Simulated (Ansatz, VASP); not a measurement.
# BaY3Si in VASP and in Ansatz

The input INCAR:

```
PREC = Accurate ; ENCUT = 520
EDIFF = 1E-7 ; ISMEAR = 0
SIGMA = 0.1 ; LREAL = F
LASPH = T ; NELM = 60
ALGO = Normal ; ISIF = 2
LWAVE = F ; LCHARG = F
GGA = PE ; NBANDS = 32
```

The input KPOINTS:

```
Automatic mesh
0
Gamma
  4 4 4
```

Contents of POSCAR:

```
BaY3Si
1.0
    5.0733045400      0.0000000000      0.0000000000
    0.0000000000      5.0733045400      0.0000000000
    0.0000000000      0.0000000000      5.0733045400
Ba Y Si
1 3 1
Direct
    0.5000000000      0.5000000000      0.5000000000
    0.0000000000      0.5000000000      0.5000000000
    0.5000000000      0.0000000000      0.5000000000
    0.5000000000      0.5000000000      0.0000000000
    0.0000000000      0.0000000000      0.0000000000
```

Input for Ansatz:

```yaml
crystal:
  lattice:
    - [5.07330454, 0.0, 0.0]
    - [0.0, 5.07330454, 0.0]
    - [0.0, 0.0, 5.07330454]
  atoms:
    - { symbol: Ba, position: [0.5, 0.5, 0.5] }
    - { symbol: "Y", position: [0.0, 0.5, 0.5] }
    - { symbol: "Y", position: [0.5, 0.0, 0.5] }
    - { symbol: "Y", position: [0.5, 0.5, 0.0] }
    - { symbol: Si, position: [0.0, 0.0, 0.0] }
basis:
  ecutwfc: 420
kpoints:
  mp_grid: { grid: [4, 4, 4] }
hamiltonian:
  xc: pbe
scf:
  occupations: { method: gaussian, width: 0.1 }
  lower_state_search: "off"
output:
  forces: true
  stress: true
  eigenvalues: true
```

Change from the starting cell: species swapped into the Ca3GeN type (Pm-3m, No. 221).

Alike in both runs: task single point; functional PBE; k mesh 4 × 4 × 4; occupations gaussian, width 0.1 eV; no spin polarisation.

|  | VASP | Ansatz |
| --- | --- | --- |
| version | VASP 6.6.1 | Ansatz 0.2.0 |
| potentials or method | VASP PAW PBE potentials, release 64 (Ba_sv, Y_sv, Si), cutoff 520 eV | scalar-relativistic, plane waves, PAW |
| valence electrons in the cell | 47 | 47 |

VASP gave:

* gap on the k mesh at the Fermi level (eV): none
* pressure (GPa): 18.5

Task: Estimate Ansatz's values.

Result: gap on the k mesh at the Fermi level (eV): none; pressure (GPa): 15.1.

A gap of «none» marks a metal or a gap that the smearing closes. The functional is the same, so the differences come from potentials, cutoffs and numerics.

Neither program's run includes spin-orbit coupling.
